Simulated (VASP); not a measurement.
BN:

```
B N
1.0
     2.50058    0.00000    0.00000
    -1.25029    2.16557    0.00000
     0.00000    0.00000    6.52364
B N
2 2
Direct
  0.33333 0.66667 0.25000
  0.66667 0.33333 0.75000
  0.33333 0.66667 0.75000
  0.66667 0.33333 0.25000
```

Program: VASP 6.6.1. Alike in all runs: task single point; potentials or basis VASP PAW PBE potentials, release 64 (B, N); no spin polarisation; cell as given; cutoff (eV) 520. Hardware: 1 thread of AMD EPYC 9R45 96-Core Processor (Zen 5), with other jobs on the host.

Problem. Order these runs on this cell by their wall time, lowest first.
A. level r2SCAN; k mesh 12 × 12 × 4; smearing gaussian 0.01 eV
B. level PBE; k mesh 12 × 12 × 4; smearing fermi-dirac 0.02 eV
C. level PBE; k mesh 6 × 6 × 2; smearing gaussian 0.01 eV

Solution. C (6 s), B (20 s), A (72 s).

Caveats: some runs use coarse meshes.
